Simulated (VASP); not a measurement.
A run of VASP 6.6.1 is set up as follows.

The input INCAR:

```
SYSTEM = NaH
  ALGO = Normal
  EDIFF = 1E-6
  ENCUT = 520
  GGA = PE
  ISIF = 2
  ISMEAR = 0
  LASPH = .TRUE.
  LCHARG = .TRUE.
  LELF = .TRUE.
  LREAL = .FALSE.
  LVHAR = .TRUE.
  LWAVE = .FALSE.
  NBANDS = 11
  NELM = 100
  PREC = Accurate
  SIGMA = 0.01
```

The input KPOINTS:

```
k-points
0
G
  8 8 8
  0 0 0
```

POSCAR

```
NaH
1.0
    0.0000000000      2.3917623303      2.3917623303
    2.3917623303      0.0000000000      2.3917623303
    2.3917623303      2.3917623303      0.0000000000
Na H
1 1
Direct
    0.0000000000      0.0000000000      0.0000000000
    0.5000000000      0.5000000000      0.5000000000
```

Potentials or basis: VASP PAW PBE potentials, release 64 (Na_pv, H).

Run with:

```sh
$ cat potpaw_PBE.64/Na_pv/POTCAR potpaw_PBE.64/H/POTCAR > POTCAR
$ mpirun -np 1 vasp_std > vasp.out
```

Question: What does it give for the pressure?

Answer: 0.7 GPa.

Question: What does it give for the band gap on the k mesh?

Answer: 3.81 eV, indirect (least direct gap 4.68 eV).

 A k mesh can miss the band edges.
